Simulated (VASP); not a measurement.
A run of VASP 6.6.1 is set up as follows.

File INCAR:

```
SYSTEM = SnTe
  ALGO = Normal
  EDIFF = 1E-7
  ENCUT = 520
  GGA = PE
  ISIF = 2
  ISMEAR = -1
  LASPH = .TRUE.
  LCHARG = .FALSE.
  LREAL = .FALSE.
  LWAVE = .FALSE.
  NBANDS = 17
  NELM = 60
  PREC = Accurate
  SIGMA = 0.05
```

File KPOINTS:

```
k-points
0
G
  13 13 13
  0 0 0
```

File POSCAR:

```
SnTe
1.0
    3.8092333229      0.0000000000      0.0000000000
    0.0000000000      3.8092333229      0.0000000000
    0.0000000000      0.0000000000      3.8092333229
Sn Te
1 1
Direct
    0.0000000000      0.0000000000      0.0000000000
    0.5000000000      0.5000000000      0.5000000000
```

Potentials or basis: VASP PAW PBE potentials, release 64 (Sn_d, Te).

Launch:

```bash
$ cat potpaw_PBE.64/Sn_d/POTCAR potpaw_PBE.64/Te/POTCAR > POTCAR
$ mpirun -np 1 vasp_std > vasp.out
```

Q: Predict the band gap on the k mesh.

A: Zero (band 10 reaches 8.49 eV, above the bottom of band 11 at 6.58 eV).

Q: What does it give for the pressure?

A: 2.8 GPa.

Caveat: spin-orbit coupling is left out, which moves the levels of the heavy elements.
